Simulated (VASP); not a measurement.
Input of a VASP 6.6.1 run:

File POSCAR:

```
LiF
1.0
    0.0000000000      2.0405030393      2.0405030393
    2.0405030393      0.0000000000      2.0405030393
    2.0405030393      2.0405030393      0.0000000000
Li F
1 1
Direct
    0.0000000000      0.0000000000      0.0000000000
    0.5000000000      0.5000000000      0.5000000000
```

The input INCAR.step1:

```
PREC = Accurate
ENCUT = 830
ISMEAR = -1
SIGMA = 0.03
LREAL = F
LASPH = T
NELM = 120
NBANDS = 12
GGA = PE
ALGO = Normal
EDIFF = 1E-5
LWAVE = T
LCHARG = F
GGA_COMPAT = F
```

File INCAR.step2:

```
PREC = Accurate
ENCUT = 830
EDIFF = 1E-6
ISMEAR = -1
SIGMA = 0.03
LREAL = F
LASPH = T
NELM = 120
ALGO = Normal
ISIF = 2
LWAVE = F
LCHARG = T
METAGGA = R2SCAN
LMIXTAU = T
LELF = T
LVHAR = T
NBANDS = 12
ISTART = 1
GGA_COMPAT = F
```

KPOINTS

```
Automatic mesh
0
Gamma
  10 10 10
```

Potentials or basis: VASP PAW PBE potentials, release 64 (Li_sv, F).

Run with:

```console
$ cat potpaw_PBE.64/Li_sv/POTCAR potpaw_PBE.64/F/POTCAR > POTCAR
$ cp INCAR.step1 INCAR
$ mpirun -np 1 vasp_std > vasp.out
$ cp INCAR.step2 INCAR
$ mpirun -np 1 vasp_std > vasp.out
```

Task: Estimate the band gap on the k mesh.

Result: 9.89 eV.

Task: Estimate the pressure.

Result: -5.2 GPa.

Caveat: the cell stands under tension; the PAW data sets were made with another functional, which shifts forces and pressure a little. A k mesh can miss the band edges.
